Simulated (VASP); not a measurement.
The system is LaSb.

```
La Sb
1.0
     5.56185    0.00000    0.00000
    -2.78092    4.81670    0.00000
     0.00000    0.00000    6.48439
La Sb
2 2
Direct
  0.33333 0.66667 0.25000
  0.66667 0.33333 0.75000
  0.66667 0.33333 0.25000
  0.33333 0.66667 0.75000
```

- Program: VASP 6.6.1
- Task: relaxation of cell and atoms
- Functional: LDA
- Potentials or basis: VASP PAW LDA potentials, release 64 (La, Sb)
- Cutoff: 600 eV
- k mesh: 6 × 6 × 4
- Occupations: fermi-dirac, width 0.02 eV
- Spin: no spin polarisation

At the start: pressure -2.6 GPa; volume 43.43 Å³/atom.

Question: Where does the relaxation end?

Answer: Over 9 steps the energy falls by 24.2 meV/atom and the volume is 40.65 Å³/atom (-6.4 %); space group P6_3/mmc (No. 194, to 0.05 Å).

Step by step:
```
step  energy change (eV)  largest force (eV/Å)  pressure (GPa)  volume (Å³)
   1              0.0000                0.0000           -2.65       173.72
   2             -0.0505                0.0000            2.11       156.28
   3             -0.0949                0.0000           -0.05       163.01
   4             -0.0949                0.0000            0.03       162.80
   5             -0.0965                0.0000            0.06       162.34
   6             -0.0966                0.0000            0.04       162.43
   7             -0.0966                0.0000            0.06       162.42
   8             -0.0967                0.0000           -0.03       162.71
   9             -0.0967                0.0000            0.01       162.60
```

Final structure:
```yaml
crystal:
  lattice:
    - [5.43633, 0.00000, 0.00000]
    - [-2.71817, 4.70800, 0.00000]
    - [0.00000, 0.00000, 6.35297]
  atoms:
    - { symbol: La, position: [0.33333, 0.66667, 0.25000] }
    - { symbol: La, position: [0.66667, 0.33333, 0.75000] }
    - { symbol: Sb, position: [0.66667, 0.33333, 0.25000] }
    - { symbol: Sb, position: [0.33333, 0.66667, 0.75000] }
```
